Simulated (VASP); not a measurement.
Crystal: TePb.

```xyz
2
Lattice="0.0000 3.2310 3.2310 3.2310 0.0000 3.2310 3.2310 3.2310 0.0000" Properties=species:S:1:pos:R:3 pbc="T T T"
Pb    0.0000    0.0000    0.0000
Te    3.2310    3.2310    3.2310
```

| Quantity | Value |
| --- | --- |
| Program | VASP 6.6.1 |
| Task | relaxation of cell and atoms |
| Functional | revPBE |
| Potentials or basis | VASP PAW PBE potentials, release 64 (Pb_d, Te) |
| Cutoff | 600 eV |
| k mesh | 7 × 7 × 7 |
| Occupations | fermi-dirac, width 0.05 eV |
| Spin | no spin polarisation |

At the start: pressure 3.2 GPa; volume 33.73 Å³/atom.

Task: Where does the relaxation end?

Result: Over 3 steps the energy falls by 24.8 meV/atom and the volume is 36.39 Å³/atom (+7.9 %); space group Fm-3m (No. 225, to 0.05 Å).

The path:
```
step  energy change (eV)  largest force (eV/Å)  pressure (GPa)  volume (Å³)
   1              0.0000                0.0000            3.17        67.46
   2             -0.0466                0.0000           -0.65        74.19
   3             -0.0495                0.0000            0.01        72.78
```

Final structure:
```yaml
crystal:
  lattice:
    - [0.00000, 3.31382, 3.31382]
    - [3.31382, 0.00000, 3.31382]
    - [3.31382, 3.31382, 0.00000]
  atoms:
    - { symbol: Pb, position: [0.00000, 0.00000, 0.00000] }
    - { symbol: Te, position: [0.50000, 0.50000, 0.50000] }
```

Caveat: the PAW data sets were made with another functional, which shifts forces and pressure a little.
